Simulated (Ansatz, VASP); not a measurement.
**Two plane-wave programs on MoS2**

```xyz
6
Lattice="3.1221 0.0000 0.0000 -1.5611 2.7039 0.0000 0.0000 0.0000 12.0766" Properties=species:S:1:pos:R:3 pbc="T T T"
Mo    0.0000    1.8026    3.0191
Mo    1.5611    0.9013    9.0574
S     0.0000    1.8026    7.5031
S     1.5611    0.9013    1.4649
S     0.0000    1.8026   10.6117
S     1.5611    0.9013    4.5734
```

Alike in both runs: functional LDA; k mesh 12 × 12 × 4; occupations gaussian, width 0.02 eV; no spin polarisation.

Ansatz relaxed the structure, and its values are those at the end. VASP's run is a single point on that final structure, the one shown.

|  | VASP | Ansatz |
| --- | --- | --- |
| version | VASP 6.6.1 | Ansatz 0.2.0 |
| potentials or method | VASP PAW LDA potentials, release 64 (Mo_sv, S), cutoff 520 eV | scalar-relativistic, plane waves, PAW |
| valence electrons in the cell | 52 | 52 |

```csv
,VASP,Ansatz,Ansatz less VASP
gap on the k mesh at the Fermi level (eV),0.74,0.73,-0.011
least direct gap on the mesh (eV),1.77,1.76,-0.007
pressure (GPa),0.1,0.0,-0.11
rms of the force components (eV/Å),0.007,0.001,-0.0059
```

LDA's correlation is that of Perdew and Zunger in VASP and of Perdew and Wang (1992) in Ansatz.
